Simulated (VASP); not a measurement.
A run of VASP 6.6.1:

Contents of INCAR:

```
ALGO = Normal ; EDIFF = 1E-6
EDIFFG = -0.005 ; ENCUT = 600
GGA = PS ; IBRION = 2
ISIF = 3 ; ISMEAR = -1
LASPH = True ; LCHARG = False
LREAL = False ; LWAVE = False
NELM = 80 ; NSW = 80
PREC = Accurate ; SIGMA = 0.02
```

Contents of KPOINTS:

```
k-points
0
Gamma
  12 12 6
```

POSCAR

```
C
1.0
    2.5115321431      0.0000000000      0.0000000000
   -1.2557660716      2.1750506383      0.0000000000
    0.0000000000      0.0000000000      4.1804261420
C
4
Direct
    0.3333333333      0.6666666667      0.0002342823
    0.6666666667      0.3333333333      0.5002342823
    0.3333333333      0.6666666667      0.3747657177
    0.6666666667      0.3333333333      0.8747657177
```

Potentials or basis: VASP PAW PBE potentials, release 64 (C).

Command:

```sh
$ cat potpaw_PBE.64/C/POTCAR > POTCAR
$ mpirun -np 1 vasp_std > vasp.out
```

Hardware: 1 thread of Intel(R) Xeon(R) Platinum 8375C CPU @ 2.90GHz (Ice Lake), with other jobs on the host.

How long does it take, and how much memory?

It took 44 s on 1 thread of Intel(R) Xeon(R) Platinum 8375C CPU @ 2.90GHz (Ice Lake), with other jobs on the host, peak memory 0.14 GiB. Counts: scf iterations 34, k points 76, ion steps 7.
